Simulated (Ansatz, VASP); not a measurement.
## PtSe2: VASP beside Ansatz

The input INCAR:

```
SYSTEM = PtSe2
PREC     = Accurate       ! precision mode
ENCUT    = 600            ! plane-wave cutoff, eV
EDIFF    = 1E-7           ! SCF threshold, eV
ISMEAR   = 1              ! smearing method
SIGMA    = 0.05           ! smearing width, eV
LREAL    = .False.        ! projectors in reciprocal space
LASPH    = .True.         ! aspherical terms in the spheres
NELM     = 100            ! most SCF steps
ALGO     = Normal         ! electronic algorithm
ISIF     = 3              ! what is computed and relaxed
LWAVE    = .False.        ! write WAVECAR
LCHARG   = .False.        ! write CHGCAR
GGA      = PE             ! functional
IBRION   = 2              ! ionic algorithm
NSW      = 80             ! ionic steps
EDIFFG   = -0.03          ! ionic threshold
```

File KPOINTS:

```
Automatic mesh
0
Gamma
  9 9 6
  0 0 0
```

Contents of POSCAR:

```
PtSe2
1.0
    3.7240000000      0.0000000000      0.0000000000
   -1.8620000000      3.2250786000      0.0000000000
    0.0000000000      0.0000000000      5.0620000000
Pt Se
1 2
Direct
    0.0000000000      0.0000000000      0.0000000000
    0.3333333333      0.6666666667      0.2500000000
    0.6666666667      0.3333333333      0.7500000000
```

Input for Ansatz:

```yaml
crystal:
  lattice:
    - [3.724, 0.0, 0.0]
    - [-1.862, 3.2250786, 0.0]
    - [0.0, 0.0, 5.062]
  atoms:
    - { symbol: Pt, position: [0.0, 0.0, 0.0] }
    - { symbol: Se, position: [0.3333333333333333, 0.6666666666666666, 0.25] }
    - { symbol: Se, position: [0.6666666666666666, 0.3333333333333333, 0.75] }
basis:
  ecutwfc: 450.0
kpoints:
  mp_grid:
    grid: [9, 9, 6]
hamiltonian:
  xc: pbe
  dispersion: none
scf:
  occupations:
    method: cold
    width: 0.05
relax:
  f_tol: 0.03
  cell: {}
```

Alike in both runs: task relaxation of cell and atoms; functional PBE; k mesh 9 × 9 × 6; no spin polarisation.

|  | VASP | Ansatz |
| --- | --- | --- |
| version | VASP 6.6.1 | Ansatz 0.2.0 |
| potentials or method | VASP PAW PBE potentials, release 64 (Pt, Se), cutoff 600 eV | plane waves, PAW |
| occupations | methfessel-paxton of order 1, width 0.05 eV | cold, width 0.05 eV |
| valence electrons in the cell | 22 | 50 |

|  | VASP | Ansatz | Ansatz less VASP |
| --- | --- | --- | --- |
| relaxed volume (Å³/atom) | 25.07 | 26.17 | +1.099 |
| relaxed length of the cell vector where the two differ most in proportion (Å) | 6.169 | 6.441 | +0.2712 |

VASP's potentials hold 22 valence electrons a cell and Ansatz's 50, so a difference there can come from the potentials and not from the codes.

Spin-orbit coupling is off throughout. Noted on VASP's run: the volume moved by over 15 % at a fixed basis, so the end points are rough.
